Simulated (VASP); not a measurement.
A run of VASP 6.6.1 is set up as follows.

Contents of INCAR:

```
ALGO     = Fast           # electronic algorithm
EDIFF    = 1E-6           # SCF threshold, eV
EDIFFG   = -0.01          # ionic threshold
ENCUT    = 600            # plane-wave cutoff, eV
GGA      = PS             # functional
IBRION   = 2              # ionic algorithm
ISIF     = 3              # what is computed and relaxed
ISMEAR   = 0              # smearing method
LASPH    = True           # aspherical terms in the spheres
LCHARG   = False          # write CHGCAR
LREAL    = False          # projectors in reciprocal space
LWAVE    = False          # write WAVECAR
NELM     = 100            # most SCF steps
NSW      = 100            # ionic steps
PREC     = Accurate       # precision mode
SIGMA    = 0.1            # smearing width, eV
```

Contents of KPOINTS:

```
k-points
0
Gamma
  8 8 8
```

The input POSCAR:

```
Rh
1.0
    4.8167028597      0.0000000000      0.0000000000
    0.0000000000      4.8167028597      0.0000000000
    0.0000000000      0.0000000000      4.8167028597
Rh
8
Direct
    0.5000000000      0.5000000000      0.5000000000
    0.0000000000      0.0000000000      0.0000000000
    0.2500000000      0.0000000000      0.5000000000
    0.5000000000      0.2500000000      0.0000000000
    0.5000000000      0.7500000000      0.0000000000
    0.7500000000      0.0000000000      0.5000000000
    0.0000000000      0.5000000000      0.7500000000
    0.0000000000      0.5000000000      0.2500000000
```

Potentials or basis: VASP PAW PBE potentials, release 64 (Rh_pv).

The run is started by

```bash
$ cat potpaw_PBE.64/Rh_pv/POTCAR > POTCAR
$ mpirun -np 1 vasp_std > vasp.out
```

Task: Predict the band gap on the k mesh.

Result: Zero (bands 60 and 61 overlap by 0.43 eV).

Final structure:
```yaml
crystal:
  lattice:
    - [4.81670, 0.00000, 0.00000]
    - [0.00000, 4.81670, 0.00000]
    - [0.00000, 0.00000, 4.81670]
  atoms:
    - { symbol: Rh, position: [0.50000, 0.50000, 0.50000] }
    - { symbol: Rh, position: [0.00000, 0.00000, 0.00000] }
    - { symbol: Rh, position: [0.25000, 0.00000, 0.50000] }
    - { symbol: Rh, position: [0.50000, 0.25000, 0.00000] }
    - { symbol: Rh, position: [0.50000, 0.75000, 0.00000] }
    - { symbol: Rh, position: [0.75000, 0.00000, 0.50000] }
    - { symbol: Rh, position: [0.00000, 0.50000, 0.75000] }
    - { symbol: Rh, position: [0.00000, 0.50000, 0.25000] }
```

Caveat: the relaxation stopped at its first step, so nothing moved.
